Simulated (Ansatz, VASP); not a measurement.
**Two plane-wave programs on CuAu**

```xyz
8
Lattice="4.9772 0.0000 0.0000 0.0000 4.9772 0.0000 0.0000 0.0000 4.9772" Properties=species:S:1:pos:R:3 pbc="T T T"
Cu    0.7652    0.7652    0.7652
Cu    1.7234    4.2119    3.2538
Cu    3.2538    1.7234    4.2119
Cu    4.2119    3.2538    1.7234
Au    4.2095    4.2095    4.2095
Au    3.2563    0.7677    1.7209
Au    1.7209    3.2563    0.7677
Au    0.7677    1.7209    3.2563
```

Alike in both runs: functional PBE; k mesh 8 × 8 × 8; occupations gaussian, width 0.1 eV; no spin polarisation.

Ansatz relaxed the structure, and its values are those at the end. VASP's run is a single point on that final structure, the one shown.

|  | VASP | Ansatz |
| --- | --- | --- |
| version | VASP 6.6.1 | Ansatz 0.2.0 |
| potentials or method | VASP PAW PBE potentials, release 64 (Cu, Au), cutoff 520 eV | scalar-relativistic, plane waves, PAW |
| valence electrons in the cell | 88 | 152 |

```tsv
	VASP	Ansatz	Ansatz less VASP
gap on the k mesh at the Fermi level (eV)	none	none	-
pressure (GPa)	0.1	0.0	-0.10
rms of the force components (eV/Å)	0.003	0.001	-0.0023
```

A gap of «none» marks a metal or a gap that the smearing closes. VASP's potentials hold 88 valence electrons a cell and Ansatz's 152, so a difference there can come from the potentials and not from the codes.

Spin-orbit coupling is off throughout.
